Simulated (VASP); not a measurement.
# Ag (Fm-3m) in VASP: a series of runs

Ag is run at these levels: SVWN5, PBE-based screened hybrid with 25 % exact exchange; tasks: single point, relaxation of cell and atoms.

Everything below comes from runs of VASP 6.6.1. Logs are shortened: lines on timing, memory, paths and dates and some standing lists are left out, and cuts for length are marked.

### Step 1. The cell of the first run

Symmetry: Fm-3m, No. 225, cubic system. The conventional cell has a = 3.995 Å, b = 3.995 Å, c = 3.995 Å, α = 90.00°, β = 90.00°, γ = 90.00°. Ag (site symmetry m-3m) has 12 Ag at 2.82 Å within 3.7 Å.

### Step 2. Single point, SVWN5, non-collinear spin, typed start, spin-orbit coupling (15.94 Å³/atom)

INCAR reads:

```
PREC = Accurate
ENCUT = 520
EDIFF = 1E-6
ISMEAR = -1
SIGMA = 0.01
LREAL = F
LASPH = T
NELM = 150
ALGO = Normal
ISIF = 2
LWAVE = F
LCHARG = F
MAGMOM = 0.289 0.289 0.289
LORBIT = 11
LSORBIT = T
GGA_COMPAT = F
LORBMOM = T
LMAXMIX = 4
GGA = VW
NBANDS = 22
```

KPOINTS reads:

```
Automatic mesh
0
Gamma
  11 11 11
```

POSCAR reads:

```
Ag
1.0
   -0.0000000079      1.9975173773      1.9975173773
    1.9975173773     -0.0000000079      1.9975173773
    1.9975173773      1.9975173773     -0.0000000079
Ag
1
Direct
    0.0000000000      0.0000000000      0.0000000000
```

Potentials or basis: VASP PAW PBE potentials, release 64 (Ag).

On the command line:

```bash
$ cat potpaw_PBE.64/Ag/POTCAR > POTCAR
$ mpirun -np 1 vasp_ncl > vasp.out
```

OUTCAR:

```text
PREC = Accurate
   ENCUT = 520
   EDIFF = 1E-6
   ISMEAR = -1
   LREAL = F
   LASPH = T
   NELM = 150
   ISIF = 2
   LORBIT = 11
   LSORBIT = T
   GGA = VW

 ion  position               nearest neighbor table
   1  0.000  0.000  0.000-

  LATTYP: Found a face centered cubic cell.
 ALAT       =     3.9950347546

  Lattice vectors:

 A1 = (  -0.0000000079,   1.9975173773,   1.9975173773)
 A2 = (   1.9975173773,  -0.0000000079,   1.9975173773)
 A3 = (   1.9975173773,   1.9975173773,  -0.0000000079)

Analysis of symmetry for initial positions (statically):
=====================================================================
 Subroutine PRICEL returns:
 Original cell was already a primitive cell.

 Routine SETGRP: Setting up the symmetry group for a
 face centered cubic supercell.

 Subroutine GETGRP returns: Found 48 space group operations
 (whereof 48 operations were pure point group operations)
 out of a pool of 48 trial point group operations.

The static configuration has the point symmetry O_h .

Analysis of symmetry for dynamics (positions and initial velocities):
=====================================================================
 Subroutine PRICEL returns:
 Original cell was already a primitive cell.

 Routine SETGRP: Setting up the symmetry group for a
 face centered cubic supercell.

 Subroutine GETGRP returns: Found 48 space group operations
 (whereof 48 operations were pure point group operations)
 out of a pool of 48 trial point group operations.

The dynamic configuration has the point symmetry O_h .

Analysis of structural, dynamic, and magnetic symmetry:
=====================================================================
 Subroutine PRICEL returns:
 Original cell was already a primitive cell.

 Routine SETGRP: Setting up the symmetry group for a
 face centered cubic supercell.

 Subroutine GETGRP returns: Found  6 space group operations
 (whereof  6 operations were pure point group operations)
 out of a pool of 48 trial point group operations.

The overall configuration has the point symmetry S_6 .

 Subroutine INISYM returns: Found  6 space group operations
 (whereof  6 operations are pure point group operations),
 and found     1 'primitive' translations

----------------------------------------------------------------------------------------

                                     Primitive cell
[... 146 lines left out ...]
  band No.  band energies     occupation
      1       0.6232      1.00000
      2       0.6239      1.00000
      3       3.7586      1.00000
      4       3.7726      1.00000
      5       3.7847      1.00000
      6       3.8009      1.00000
[... 589 lines left out ...]
     21      33.0790      0.00000
     22      33.0873      0.00000

 [... further k-points ...]

------------------------ aborting loop because EDIFF is reached ----------------------------------------

  FORCE on cell =-STRESS in cart. coord.  units (eV):
  Direction    XX          YY          ZZ          XY          YZ          ZX
  --------------------------------------------------------------------------------------
  -------------------------------------------------------------------------------------
  Total       -0.0250455     -0.0250455     -0.0250455      0.0000017      0.0000017      0.0000017
  in kB       -2.5173180     -2.5173180     -2.5173180      0.0001685      0.0001685      0.0001685
  external PRESSURE =      -2.5173180 kB  Pullay stress =       0.0000000 kB

 VOLUME and BASIS-vectors are now :
 -----------------------------------------------------------------------------
  energy-cutoff  :      520.00
  volume of cell :       15.94
      direct lattice vectors                 reciprocal lattice vectors
    -0.000000008  1.997517377  1.997517377    -0.250310712  0.250310713  0.250310713
     1.997517377 -0.000000008  1.997517377     0.250310713 -0.250310712  0.250310713
     1.997517377  1.997517377 -0.000000008     0.250310713  0.250310713 -0.250310712

 POSITION                                       TOTAL-FORCE (eV/Angst)
 -----------------------------------------------------------------------------------
      0.00000      0.00000      0.00000         0.000000     -0.000000      0.000000
 -----------------------------------------------------------------------------------
    total drift:                               -0.000000      0.000000     -0.000000

  FREE ENERGIE OF THE ION-ELECTRON SYSTEM (eV)
  ---------------------------------------------------
  free  energy   TOTEN  =        43.6294293092 eV

  energy  without entropy=       43.6294647151  energy(sigma->0) =       43.62944701

 orbital moment (x)

 # of ion     p       d       tot
 ----------------------------------------
  1         0.000   0.000   0.000
 ----------------------------------------
            0.000   0.000   0.000

 orbital moment (y)

 # of ion     p       d       tot
 ----------------------------------------
  1         0.000   0.000   0.000
 ----------------------------------------
            0.000   0.000   0.000

 orbital moment (z)

 # of ion     p       d       tot
 ----------------------------------------
  1         0.000   0.000   0.000
 ----------------------------------------
            0.000   0.000   0.000

 Spin-Orbit-Coupling matrix elements

 Ion:    1  E_soc:     -0.0571864
 l=   1
     0.0000000    -0.0023573    -0.0023573
    -0.0023573     0.0000000    -0.0023573
    -0.0023573    -0.0023573     0.0000000
 l=   2
     0.0000000    -0.0015248     0.0000000    -0.0015248    -0.0056490
    -0.0015248     0.0000000    -0.0042368    -0.0015248    -0.0014123
     0.0000000    -0.0042368     0.0000000    -0.0042368     0.0000000
    -0.0015248    -0.0015248    -0.0042368     0.0000000    -0.0014123
    -0.0056490    -0.0014123     0.0000000    -0.0014123     0.0000000
 l=   3
     0.0000000     0.0000000     0.0000000     0.0000000     0.0000000     0.0000000     0.0000000
     0.0000000     0.0000000     0.0000000     0.0000000     0.0000000     0.0000000     0.0000000
     0.0000000     0.0000000     0.0000000     0.0000000     0.0000000     0.0000000     0.0000000
     0.0000000     0.0000000     0.0000000     0.0000000     0.0000000     0.0000000     0.0000000
     0.0000000     0.0000000     0.0000000     0.0000000     0.0000000     0.0000000     0.0000000
     0.0000000     0.0000000     0.0000000     0.0000000     0.0000000     0.0000000     0.0000000
     0.0000000     0.0000000     0.0000000     0.0000000     0.0000000     0.0000000     0.0000000

 total charge

# of ion       s       p       d       tot
------------------------------------------
    1        0.431   0.353   9.151   9.936

 magnetization (x)

# of ion       s       p       d       tot
------------------------------------------
    1        0.000  -0.000   0.001   0.001

 magnetization (y)

# of ion       s       p       d       tot
------------------------------------------
    1        0.000  -0.000   0.001   0.001

 magnetization (z)

# of ion       s       p       d       tot
------------------------------------------
    1        0.000  -0.000   0.001   0.001
```

OSZICAR:

```text
N       E                     dE             d eps       ncg     rms          rms(c)
DAV:   1     0.115250511130E+03    0.11525E+03   -0.55169E+03 10000   0.988E+02
DAV:   2     0.449001711214E+02   -0.70350E+02   -0.65320E+02 11456   0.248E+02
DAV:   3     0.432197753491E+02   -0.16804E+01   -0.16749E+01 11476   0.412E+01
DAV:   4     0.432137168213E+02   -0.60585E-02   -0.60581E-02 11048   0.256E+00
DAV:   5     0.432136609507E+02   -0.55871E-04   -0.55870E-04 11498   0.247E-01    0.726E+00
DAV:   6     0.436108793244E+02    0.39722E+00   -0.81218E-01 10730   0.130E+01    0.380E+00
DAV:   7     0.436242163309E+02    0.13337E-01   -0.16561E-02 11284   0.190E+00    0.216E+00
DAV:   8     0.436316690142E+02    0.74527E-02   -0.27786E-03 10856   0.909E-01    0.899E-01
DAV:   9     0.436295029064E+02   -0.21661E-02   -0.33654E-04 10994   0.613E-01    0.163E-01
DAV:  10     0.436293592416E+02   -0.14366E-03   -0.28051E-04 10898   0.196E-01    0.309E-02
DAV:  11     0.436294107997E+02    0.51558E-04   -0.51203E-05 10778   0.108E-01    0.188E-02
DAV:  12     0.436294825398E+02    0.71740E-04   -0.21995E-05 10928   0.744E-02    0.149E-02
DAV:  13     0.436294298727E+02   -0.52667E-04   -0.69770E-07  9170   0.122E-02    0.825E-03
DAV:  14     0.436294293092E+02   -0.56354E-06   -0.28571E-07  5590   0.106E-02
   1 F= 0.43629429E+02 E0= 0.43629447E+02  d E =-.354059E-04  mag=     0.0003     0.0003     0.0003
```

Wall time 65 s (1 thread of Intel Xeon 6975P-C (Granite Rapids), shared host); peak memory 0.25 GiB.

Results:

```
Free energy                                           : 43.6294 eV
Pressure                                              : -0.3 GPa
Net moment                                            : 0.00 μB per cell
Valence electrons inside the program's atomic spheres : Ag 9.94
```

Moments on the atoms (μB; x, y, z):
```
Ag  0.00 0.00 0.00
```

Caveat: the PAW data sets were made with another functional, which shifts forces and pressure a little.

### Step 3. Relaxation of cell and atoms, SVWN5, non-collinear spin, typed start, spin-orbit coupling (19.61 Å³/atom)

This run uses another cell than the first one, of 19.61 Å³/atom.

INCAR reads:

```
SYSTEM = Ag
ALGO = Normal
EDIFF = 1E-7
EDIFFG = -0.01
ENCUT = 600
GGA = VW
GGA_COMPAT = .False.
IBRION = 2
ISIF = 3
ISMEAR = -1
LASPH = .True.
LCHARG = .False.
LMAXMIX = 4
LORBIT = 11
LORBMOM = .True.
LREAL = .False.
LSORBIT = .True.
LWAVE = .False.
MAGMOM = 0.289 0.289 0.289
NELM = 150
NSW = 60
PREC = Accurate
SIGMA = 0.01
```

KPOINTS reads:

```
k-points
0
Gamma
  11 11 11
  0 0 0
```

POSCAR reads:

```
Ag
1.0
    0.0000000000      2.1401678347      2.1401678347
    2.1401678347      0.0000000000      2.1401678347
    2.1401678347      2.1401678347      0.0000000000
Ag
1
Direct
    0.0000000000      0.0000000000      0.0000000000
```

Potentials or basis: VASP PAW PBE potentials, release 64 (Ag).

On the command line:

```bash
$ cat potpaw_PBE.64/Ag/POTCAR > POTCAR
$ mpirun -np 1 vasp_ncl > vasp.out
```

OUTCAR:

```text
SYSTEM = Ag
   EDIFF = 1E-7
   EDIFFG = -0.01
   ENCUT = 600
   GGA = VW
   IBRION = 2
   ISIF = 3
   ISMEAR = -1
   LASPH = .True.
   LORBIT = 11
   LREAL = .False.
   LSORBIT = .True.
   NELM = 150
   NSW = 60
   PREC = Accurate

 ion  position               nearest neighbor table
   1  0.000  0.000  0.000-

  LATTYP: Found a face centered cubic cell.
 ALAT       =     4.2803356694

  Lattice vectors:

 A1 = (   0.0000000000,   2.1401678347,   2.1401678347)
 A2 = (   2.1401678347,   0.0000000000,   2.1401678347)
 A3 = (   2.1401678347,   2.1401678347,   0.0000000000)

Analysis of symmetry for initial positions (statically):
=====================================================================
 Subroutine PRICEL returns:
 Original cell was already a primitive cell.

 Routine SETGRP: Setting up the symmetry group for a
 face centered cubic supercell.

 Subroutine GETGRP returns: Found 48 space group operations
 (whereof 48 operations were pure point group operations)
 out of a pool of 48 trial point group operations.

The static configuration has the point symmetry O_h .

Analysis of symmetry for dynamics (positions and initial velocities):
=====================================================================
 Subroutine PRICEL returns:
 Original cell was already a primitive cell.

[... 1447 lines left out ...]
  energy  without entropy=       43.6286812226  energy(sigma->0) =       43.62866284

 reached required accuracy - stopping structural energy minimisation

 orbital moment (x)

 # of ion     p       d       tot
 ----------------------------------------
  1        -0.000  -0.000  -0.000
 ----------------------------------------
           -0.000  -0.000  -0.000

 orbital moment (y)

 # of ion     p       d       tot
 ----------------------------------------
  1        -0.000  -0.000  -0.000
 ----------------------------------------
           -0.000  -0.000  -0.000

 orbital moment (z)

 # of ion     p       d       tot
 ----------------------------------------
  1        -0.000  -0.000  -0.000
 ----------------------------------------
           -0.000  -0.000  -0.000

 Spin-Orbit-Coupling matrix elements

 Ion:    1  E_soc:     -0.0572134
 l=   1
     0.0000000    -0.0023613    -0.0023613
    -0.0023613     0.0000000    -0.0023613
    -0.0023613    -0.0023613     0.0000000
 l=   2
     0.0000000    -0.0015249     0.0000000    -0.0015249    -0.0056494
    -0.0015249     0.0000000    -0.0042371    -0.0015249    -0.0014124
     0.0000000    -0.0042371     0.0000000    -0.0042371     0.0000000
    -0.0015249    -0.0015249    -0.0042371     0.0000000    -0.0014124
    -0.0056494    -0.0014124     0.0000000    -0.0014124     0.0000000
 l=   3
     0.0000000     0.0000000     0.0000000     0.0000000     0.0000000     0.0000000     0.0000000
     0.0000000     0.0000000     0.0000000     0.0000000     0.0000000     0.0000000     0.0000000
     0.0000000     0.0000000     0.0000000     0.0000000     0.0000000     0.0000000     0.0000000
     0.0000000     0.0000000     0.0000000     0.0000000     0.0000000     0.0000000     0.0000000
     0.0000000     0.0000000     0.0000000     0.0000000     0.0000000     0.0000000     0.0000000
     0.0000000     0.0000000     0.0000000     0.0000000     0.0000000     0.0000000     0.0000000
     0.0000000     0.0000000     0.0000000     0.0000000     0.0000000     0.0000000     0.0000000

 total charge

# of ion       s       p       d       tot
------------------------------------------
    1        0.432   0.354   9.152   9.938

 magnetization (x)

# of ion       s       p       d       tot
------------------------------------------
    1       -0.000   0.000  -0.000  -0.000

 magnetization (y)

# of ion       s       p       d       tot
------------------------------------------
    1       -0.000   0.000  -0.000  -0.000

 magnetization (z)

# of ion       s       p       d       tot
------------------------------------------
    1       -0.000   0.000  -0.000  -0.000
```

Run time: 5.3 min. Hardware: 1 thread of Intel Xeon 6975P-C (Granite Rapids), shared host; peak memory 0.29 GiB.

Results:

* Free energy: 43.6286 eV
* Relaxed volume: 15.92 Å³/atom
* Relaxed cell: a = 2.824 Å, b = 2.824 Å, c = 2.824 Å, α = 60.00°, β = 60.00°, γ = 60.00°
* Space group after relaxing (to 0.1 Å): Fm-3m (No. 225)
* Energy gained by relaxing: 232.7 meV/atom
* Ionic steps: 7
* Pressure after relaxing: 0.0 GPa
* Net moment: 0.00 μB per cell
* Valence electrons inside the program's atomic spheres: Ag 9.94

Step by step:
```tsv
step	energy change (eV)	largest force (eV/Å)	pressure (GPa)	volume (Å³)
1	0.0000	0.0000	-15.97	19.61
2	-0.1689	0.0000	16.31	14.57
3	-0.2327	0.0000	-0.41	15.97
4	-0.2327	0.0000	0.19	15.90
5	-0.2327	0.0000	-0.18	15.94
6	-0.2327	0.0000	-0.11	15.94
7	-0.2327	0.0000	0.00	15.92
```

Final structure:
```
Ag
1.0
     0.00000    1.99684    1.99684
     1.99684    0.00000    1.99684
     1.99684    1.99684    0.00000
Ag
1
Direct
  0.00000 0.00000 0.00000
```

Moments on the atoms (μB; x, y, z):
```
Ag  0.00 0.00 0.00
```

Caveat: the volume moved by over 15 % at a fixed basis, so the end points are rough; the PAW data sets were made with another functional, which shifts forces and pressure a little.

### Step 4. Single point, PBE-based screened hybrid with 25 % exact exchange

This run uses another cell than the first one, of 17.05 Å³/atom.

POSCAR reads:

```
Ag
1.0
    0.0000000000      2.0427500000      2.0427500000
    2.0427500000      0.0000000000      2.0427500000
    2.0427500000      2.0427500000      0.0000000000
Ag
1
Direct
    0.0000000000      0.0000000000      0.0000000000
```

INCAR.step1 reads:

```
SYSTEM = Ag
ALGO     = Normal         ! electronic algorithm
EDIFF    = 1E-5           ! SCF threshold, eV
ENCUT    = 400            ! plane-wave cutoff, eV
GGA      = PE             ! functional
GGA_COMPAT= .FALSE.      
ISIF     = 2              ! what is computed and relaxed
ISMEAR   = -1             ! smearing method
LASPH    = .TRUE.         ! aspherical terms in the spheres
LCHARG   = .FALSE.        ! write CHGCAR
LREAL    = .FALSE.        ! projectors in reciprocal space
LWAVE    = .TRUE.         ! write WAVECAR
NBANDS   = 12             ! bands
NELM     = 120            ! most SCF steps
PREC     = Accurate       ! precision mode
SIGMA    = 0.05           ! smearing width, eV
```

INCAR.step2 reads:

```
SYSTEM = Ag
AEXX     = 0.25           ! exact-exchange fraction
ALGO     = Normal         ! electronic algorithm
EDIFF    = 1E-6           ! SCF threshold, eV
ENCUT    = 400            ! plane-wave cutoff, eV
GGA      = PE             ! functional
GGA_COMPAT= .FALSE.      
HFSCREEN = 0.3            ! screening, 1/A
ISIF     = 2              ! what is computed and relaxed
ISMEAR   = -1             ! smearing method
ISTART   = 1            
LASPH    = .TRUE.         ! aspherical terms in the spheres
LCHARG   = .FALSE.        ! write CHGCAR
LHFCALC  = .TRUE.         ! exact exchange
LREAL    = .FALSE.        ! projectors in reciprocal space
LWAVE    = .FALSE.        ! write WAVECAR
NBANDS   = 12             ! bands
NELM     = 120            ! most SCF steps
PREC     = Accurate       ! precision mode
PRECFOCK = Normal       
SIGMA    = 0.05           ! smearing width, eV
```

KPOINTS reads:

```
k-points
0
G
  6 6 6
  0 0 0
```

On the command line:

```bash
$ cat potpaw_PBE.64/Ag/POTCAR > POTCAR
$ cp INCAR.step1 INCAR
$ mpirun -np 1 vasp_std > vasp.out
$ cp INCAR.step2 INCAR
$ mpirun -np 1 vasp_std > vasp.out
```

Wall time 6.6 min (1 thread of AMD EPYC 7R13 (Zen 3), shared host); peak memory 0.2 GiB.

Results (log left out):

```
Free energy            : -2.7031 eV
Pressure               : 4.5 GPa
Band gap on the k mesh : zero (an odd number of electrons rules out a gap without spin polarisation)
```

Levels at points of the mesh, in eV from the Fermi level:
```csv
k point,band 4,band 5,band 6,band 7,band 8,band 9
"(0.00, 0.00, 0.00)",-5.70,-4.63,-4.63,17.13,20.89,20.89
"(0.50, 0.00, 0.00)",-3.74,-3.74,-0.12,4.31,16.30,19.25
"(0.50, 0.50, 0.00)",-3.49,-3.49,2.13,7.68,11.75,11.75
```

Caveat: the k points lie up to 0.44 Å⁻¹ apart, too coarse for converged energies and pressures of a metal; the PAW data sets were made with another functional, which shifts forces and pressure a little.

### Step 5. The runs side by side

| task | level | spin | cell | k mesh | cutoff (eV) | smearing | grid for exact exchange (PRECFOCK) | share of exact exchange | screening parameter | pressure (GPa) | moment (μB) |
| --- | --- | --- | --- | --- | --- | --- | --- | --- | --- | --- | --- |
| single point | SVWN5 | non-collinear, typed start, SOC | a = 2.825 Å, angles 60.0°, 1 atom | 11 × 11 × 11 | 520 | fermi-dirac 0.01 eV | - | - | - | -0.3 | 0.00 |
| relaxation of cell and atoms | SVWN5 | non-collinear, typed start, SOC | relaxed from a = 3.027 Å, angles 60.0°, 1 atom | 11 × 11 × 11 | 600 | fermi-dirac 0.01 eV | - | - | - | 0.0 | 0.00 |
| single point | PBE-based screened hybrid with 25 % exact exchange | off | a = 2.889 Å, angles 60.0°, 1 atom | 6 × 6 × 6 | 400 | fermi-dirac 0.05 eV | Normal | 0.25 | 0.3 1/Å | 4.5 | - |

Alike in all rows: potentials or basis VASP PAW PBE potentials, release 64 (Ag).

Caveats: some runs use coarse meshes; the PAW data sets were made with another functional, which shifts forces and pressure a little; the volume moved by over 15 % at a fixed basis, so the end points are rough (at least some runs).

Total energies depend on the potentials used, so only differences within one code and one set of settings carry meaning.
